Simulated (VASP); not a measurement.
The system is ZnSn2N2.

```
CELL_PARAMETERS angstrom
2.62894 1.51782 4.15465
-2.62894 1.51782 4.15465
0.00000 -3.03564 4.15465
ATOMIC_POSITIONS crystal
Zn 0.00000 0.00000 0.00000
Sn 0.68047 0.68047 0.68047
Sn 0.31953 0.31953 0.31953
N 0.81361 0.81361 0.81361
N 0.18639 0.18639 0.18639
```

```yaml
Program: VASP 6.6.1
Task: relaxation of cell and atoms
Functional: PBE
Potentials_or_basis: VASP PAW PBE potentials, release 64 (Zn, Sn_d, N)
Cutoff: 600 eV
k_mesh: 6 × 6 × 6
Occupations: gaussian, width 0.1 eV
Spin: no spin polarisation
```

At the start: pressure 23.9 GPa; volume 19.89 Å³/atom.

**Question.** Where does the relaxation end?

**Answer.** Over 30 steps the energy falls by 1146.0 meV/atom and the volume is 26.08 Å³/atom (+31.1 %); space group R-3m (No. 166, to 0.05 Å).

Step by step:
```tsv
step	energy change (eV)	largest force (eV/Å)	pressure (GPa)	volume (Å³)
1	0.0000	14.1480	23.89	99.47
2	0.0512	1.9689	-10.33	146.57
3	-0.0483	1.8671	-10.36	143.55
4	-0.1651	1.7490	-10.44	140.54
5	-1.7915	1.1869	-10.75	119.14
6	-3.0693	1.5358	-8.07	109.09
7	-3.4670	1.7758	-3.29	104.23
8	-3.4709	2.2642	-1.51	103.11
9	-3.4754	2.0497	-2.26	103.56
10	-4.6781	2.1976	-0.53	100.99
11	7.7039	36.6268	80.58	89.95
12	-4.4399	3.6996	3.21	100.43
13	-4.6906	3.0698	17.21	95.76
14	-4.9425	3.4270	7.61	98.36
15	-4.9481	2.8632	13.12	96.68
16	-5.0090	2.7399	10.56	97.38
17	-5.2123	1.1467	9.51	99.18
18	-5.2145	1.2680	9.53	99.03
19	-5.3807	0.5335	5.69	101.40
20	-5.4410	0.3901	0.82	105.16
21	-5.4461	0.2185	1.69	104.37
22	-5.4663	0.1980	1.54	105.22
23	-5.5206	0.1391	1.35	107.77
24	-5.6103	0.0363	0.97	112.95
25	-5.7042	0.5971	1.04	123.63
26	-5.7061	0.8081	1.15	126.42
27	-5.7285	0.1020	-0.30	130.33
28	-5.7285	0.1106	-0.26	130.28
29	-5.7301	0.0076	-0.05	130.35
30	-5.7302	0.0291	-0.01	130.38
```

Final structure:
```
Zn Sn N
1.0
     3.18575    1.83930    3.70845
    -3.18575    1.83930    3.70845
     0.00000   -3.67859    3.70845
Zn Sn N
1 2 2
Direct
  0.00000 0.00000 0.00000
  0.66726 0.66726 0.66726
  0.33274 0.33274 0.33274
  0.83965 0.83965 0.83965
  0.16035 0.16035 0.16035
```

Caveat: the volume moved by over 15 % at a fixed basis, so the end points are rough.
